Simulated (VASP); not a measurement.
Here is a VASP 6.6.1 calculation.

File INCAR:

```
SYSTEM = TaVN2
PREC = Accurate ; ENCUT = 520
EDIFF = 1E-6 ; ISMEAR = -1
SIGMA = 0.05 ; LREAL = .False.
LASPH = .True. ; NELM = 150
ALGO = Normal ; ISIF = 2
LWAVE = .False. ; LCHARG = .False.
ISPIN = 2 ; MAGMOM = 0 3 0 0
LORBIT = 11 ; NUPDOWN = 3.0
LMAXMIX = 4 ; GGA = PS
NBANDS = 29
```

KPOINTS

```
Automatic mesh
0
Gamma
  7 7 5
  0 0 0
```

POSCAR

```
TaVN2
1.0
    3.0498670000      0.0000000000      0.0000000000
    0.0000000000      3.0498670000      0.0000000000
    0.0000000000      0.0000000000      4.2960620000
Ta V N
1 1 2
Direct
    0.0000000000      0.0000000000      0.0000000000
    0.5000000000      0.5000000000      0.5000000000
    0.5000000000      0.5000000000      0.0000000000
    0.0000000000      0.0000000000      0.5000000000
```

Potentials or basis: VASP PAW PBE potentials, release 64 (Ta_pv, V_sv, N).

The run is started by

```sh
$ cat potpaw_PBE.64/Ta_pv/POTCAR potpaw_PBE.64/V_sv/POTCAR potpaw_PBE.64/N/POTCAR > POTCAR
$ mpirun -np 1 vasp_std > vasp.out
```

Q: Predict the pressure.

A: 0.4 GPa.

Stress tensor (GPa, compression positive):
```
 2.81  0.00  0.00
 0.00  2.81  0.00
 0.00  0.00 -4.44
```

Caveat: the PAW data sets were made with another functional, which shifts forces and pressure a little; the total moment is fixed, so each spin has its own Fermi level.
